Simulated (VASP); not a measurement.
A run of VASP 6.6.1 is set up as follows.

INCAR

```
SYSTEM = Ga3BSb2
ALGO = Normal
EDIFF = 1E-7
ENCUT = 520
GGA = PE
ISIF = 2
ISMEAR = 0
LASPH = .TRUE.
LCHARG = .TRUE.
LELF = .TRUE.
LREAL = .FALSE.
LVHAR = .TRUE.
LWAVE = .FALSE.
NBANDS = 35
NELM = 100
PREC = Accurate
SIGMA = 0.1
```

KPOINTS

```
k-points
0
G
  12 12 6
  0 0 0
```

Contents of POSCAR:

```
Ga3BSb2
1.0
    5.3238585472      0.0000000000      0.0000000000
   -2.6619292736      4.6105967481      0.0000000000
    0.0000000000      0.0000000000      5.7016430570
Ga B Sb
3 1 2
Direct
    0.0000000000      0.5000000000      0.5000000000
    0.5000000000      0.0000000000      0.5000000000
    0.5000000000      0.5000000000      0.5000000000
    0.0000000000      0.0000000000      0.0000000000
    0.6666666667      0.3333333333      0.0000000000
    0.3333333333      0.6666666667      0.0000000000
```

Potentials or basis: VASP PAW PBE potentials, release 64 (Ga_d, B, Sb).

Run with:

```bash
$ cat potpaw_PBE.64/Ga_d/POTCAR potpaw_PBE.64/B/POTCAR potpaw_PBE.64/Sb/POTCAR > POTCAR
$ mpirun -np 1 vasp_std > vasp.out
```

Question: Estimate the band gap on the k mesh.

Answer: Zero (bands 26 and 27 overlap by 2.97 eV).

Question: Estimate the pressure.

Answer: 0.0 GPa.

Caveat: spin-orbit coupling is left out, which moves the levels of the heavy elements.
